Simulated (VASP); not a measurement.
The system is KBr.

```xyz
2
Lattice="0.1279 3.4302 3.4302 3.4302 0.1279 3.4302 3.4302 3.4302 0.1279" Properties=species:S:1:pos:R:3 pbc="T T T"
K     0.0000    0.0000    0.0000
Br    3.4941    3.4941    3.4941
```

This cell differs from its parent crystal: strain along [111] +5.8%.

Program: VASP 6.6.1. Alike in all runs: task single point; potentials or basis VASP PAW PBE potentials, release 64 (K_sv, Br); no spin polarisation; cell as given; cutoff (eV) 520. Hardware: 1 thread of Intel(R) Xeon(R) 6975P-C (Granite Rapids), with other jobs on the host.

Q: Order these runs on this cell by their wall time, lowest first.
A. level r2SCAN; k mesh 6 × 6 × 6; smearing gaussian 0.01 eV
B. level PBE; k mesh 6 × 6 × 6; smearing fermi-dirac 0.02 eV
C. level HSE06; k mesh 4 × 4 × 4; smearing gaussian 0.01 eV; grid for exact exchange (PRECFOCK) Normal; screening parameter 0.2079 1/Å

A: B (14 s), A (59 s), C (400 s).
